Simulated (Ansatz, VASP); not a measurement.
**RbBiTe6 in VASP and in Ansatz**

INCAR

```
ALGO = Normal
EDIFF = 1E-6
ENCUT = 520
GGA = PE
ISIF = 2
ISMEAR = -4
LASPH = T
LCHARG = F
LREAL = F
LWAVE = F
NBANDS = 40
NELM = 60
PREC = Accurate
SIGMA = 0.1
```

Contents of KPOINTS:

```
k-points
0
Gamma
  3 3 3
```

POSCAR

```
RbBiTe6
1.0
    4.7845090000      2.7623340000      3.2628840000
   -4.7845090000      2.7623340000      3.2628840000
    0.0000000000     -5.5246810000      3.2628840000
Bi Rb Te
1 1 6
Direct
    0.0000000000      0.0000000000      0.0000000000
    0.5000000000      0.5000000000      0.5000000000
    0.7160000000      0.7890000000      0.1030000000
    0.1030000000      0.7160000000      0.7890000000
    0.7890000000      0.1030000000      0.7160000000
    0.2840000000      0.2110000000      0.8970000000
    0.8970000000      0.2840000000      0.2110000000
    0.2110000000      0.8970000000      0.2840000000
```

Input for Ansatz:

```yaml
crystal:
  lattice:
    - [4.784509, 2.762334, 3.262884]
    - [-4.784509, 2.762334, 3.262884]
    - [0.0, -5.524681, 3.262884]
  atoms:
    - { symbol: Bi, position: [0.0, 0.0, 0.0] }
    - { symbol: Rb, position: [0.5, 0.5, 0.5] }
    - { symbol: Te, position: [0.716, 0.789, 0.103] }
    - { symbol: Te, position: [0.103, 0.716, 0.789] }
    - { symbol: Te, position: [0.789, 0.103, 0.716] }
    - { symbol: Te, position: [0.284, 0.211, 0.897] }
    - { symbol: Te, position: [0.897, 0.284, 0.211] }
    - { symbol: Te, position: [0.211, 0.897, 0.284] }
  symmetry: { tolerance: 0.0003 }
kpoints:
  mp_grid: { grid: [3, 3, 3], shift: [0, 0, 0] }
magnetization:
  spin_polarized: false
scf:
  occupations: { method: tetrahedron_uncorrected }
  mixing: { algorithm: broyden, beta: 0.1, ndim: 16 }
  lower_state_search: light
hamiltonian:
  pseudopotentials: { kind: paw }
  xc: pbe
basis:
  ecutwfc: 420
output:
  forces: true
  stress: true
  eigenvalues: true
  write_density: true
  write_potential: true
  elf: true
  volumetric_format: npy
```

Alike in both runs: task single point; functional PBE; k mesh 3 × 3 × 3; no spin polarisation.

|  | VASP | Ansatz |
| --- | --- | --- |
| version | VASP 6.6.1 | Ansatz 0.2.0 |
| potentials or method | VASP PAW PBE potentials, release 64 (Bi_d, Rb_sv, Te), cutoff 520 eV | PAW plane waves |
| occupations | tetrahedron | tetrahedron-uncorrected |
| valence electrons in the cell | 60 | 120 |

|  | VASP | Ansatz | Ansatz less VASP |
| --- | --- | --- | --- |
| gap on the k mesh at the Fermi level (eV) | none | none | - |
| rms of the force components (eV/Å) | 5.814 | 5.798 | -0.0166 |

Atom by atom the forces differ by 0.017 eV/Å (rms over components). A gap of «none» marks a metal or a gap that the smearing closes. VASP's potentials hold 60 valence electrons a cell and Ansatz's 120, so a difference there can come from the potentials and not from the codes. Ansatz's warnings: band table not solved further, structure snapped to symmetry.

Neither program's run includes spin-orbit coupling.
